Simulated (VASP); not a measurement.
Here is a VASP 6.6.1 calculation.

File INCAR:

```
  ALGO = Fast
  EDIFF = 1E-7
  ENCUT = 520
  GGA = PE
  ISIF = 2
  ISMEAR = 0
  LASPH = True
  LCHARG = False
  LREAL = False
  LWAVE = False
  NBANDS = 28
  NELM = 80
  PREC = Accurate
  SIGMA = 0.1
```

Contents of KPOINTS:

```
k-points
0
Gamma
  24 24 6
```

POSCAR

```
Pd
1.0
    2.6685231859      0.0000000000      0.0000000000
   -1.3342615929      2.3110088696      0.0000000000
    0.0000000000      0.0000000000      8.8115469811
Pd
4
Direct
    0.0000000000      0.0000000000      0.0000000000
    0.3333333333      0.6666666667      0.2500000000
    0.0000000000      0.0000000000      0.5000000000
    0.6666666667      0.3333333333      0.7500000000
```

Potentials or basis: VASP PAW PBE potentials, release 64 (Pd).

Command:

```sh
$ cat potpaw_PBE.64/Pd/POTCAR > POTCAR
$ mpirun -np 1 vasp_std > vasp.out
```

Task: Predict the band gap on the k mesh.

Result: Zero (bands 20 and 21 overlap by 1.08 eV).

Task: Predict the pressure.

Result: 28.2 GPa.

Stress tensor (GPa, compression positive):
```
28.31  0.00  0.00
 0.00 28.31  0.00
 0.00  0.00 27.83
```

Caveat: the cell differs from its parent crystal (equal strain along all axes, cell held: -4.0 %); the cell stands under pressure.
